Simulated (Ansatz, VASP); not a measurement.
**One calculation of Te, two programs**

```xyz
3
Lattice="4.3670 0.0000 0.0000 -2.1835 3.7819 0.0000 0.0000 0.0000 5.8040" Properties=species:S:1:pos:R:3 pbc="T T T"
Te    3.2534    0.0000    1.9347
Te   -1.6267    2.8175    3.8694
Te    0.5568    0.9644    0.0000
```

Change from the starting cell: volume scaled by 0.94, crystal datasets.

Alike in both runs: task electric field gradients; functional LDA; k mesh 9 × 9 × 6; occupations fermi-dirac, width 0.08 eV; no spin polarisation.

|  | VASP | Ansatz |
| --- | --- | --- |
| version | VASP 6.6.1 | Ansatz 0.2.0 |
| potentials or method | VASP PAW LDA potentials, release 64 (Te), cutoff 520 eV | all-electron PAW with datasets made for the crystal, scalar-relativistic |

Ansatz gave:

- pressure (GPa): 3.3
- traceless stress, the component that is largest in VASP (GPa): 1.69
- rms of the force components (eV/Å): 0.541
- size of Vzz on the site where it differs most (V/Å²): 563.9

Q: Estimate VASP's values.

A: Pressure (GPa): 3.5; traceless stress, the component that is largest in VASP (GPa): 1.83; rms of the force components (eV/Å): 0.573; size of Vzz on the site where it differs most (V/Å²): 536.4.

LDA's correlation is that of Perdew and Zunger in VASP and of Perdew and Wang (1992) in Ansatz. Atom by atom the forces differ by 0.032 eV/Å (rms over components). Ansatz ran all-electron here, and VASP with PAW potentials.

Neither program's run includes spin-orbit coupling.
